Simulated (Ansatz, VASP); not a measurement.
**Two plane-wave programs on MgS**

```xyz
10
Lattice="3.6667 0.0000 0.0000 -1.8333 3.1754 0.0000 0.0000 0.0000 15.6286" Properties=species:S:1:pos:R:3 pbc="T T T"
Mg    0.0000    0.0000   -0.0947
Mg    0.0000    2.1170    3.0529
Mg    0.0000    0.0000    6.3243
Mg    0.0000    2.1170    9.4718
Mg    1.8333    1.0585   12.5029
S     1.8333    1.0585    1.4260
S     1.8333    1.0585    4.6886
S     1.8333    1.0585    7.9511
S     0.0000    0.0000   10.9868
S     0.0000    2.1170   14.0190
```

Alike in both runs: functional PBE; k mesh 9 × 9 × 3; occupations gaussian, width 0.02 eV; no spin polarisation.

Ansatz relaxed the structure, and its values are those at the end. VASP's run is a single point on that final structure, the one shown.

|  | VASP | Ansatz |
| --- | --- | --- |
| version | VASP 6.6.1 | Ansatz 0.2.0 |
| potentials or method | VASP PAW PBE potentials, release 64 (Mg, S), cutoff 520 eV | scalar-relativistic, plane waves, PAW |
| valence electrons in the cell | 40 | 80 |

|  | VASP | Ansatz | Ansatz less VASP |
| --- | --- | --- | --- |
| gap on the k mesh at the Fermi level (eV) | 2.22 | 2.23 | +0.015 |
| least direct gap on the mesh (eV) | 2.59 | 2.60 | +0.013 |
| pressure (GPa) | -0.2 | 0.0 | +0.24 |

The functional is the same, so the differences come from potentials, cutoffs and numerics. VASP's potentials hold 40 valence electrons a cell and Ansatz's 80, so a difference there can come from the potentials and not from the codes.
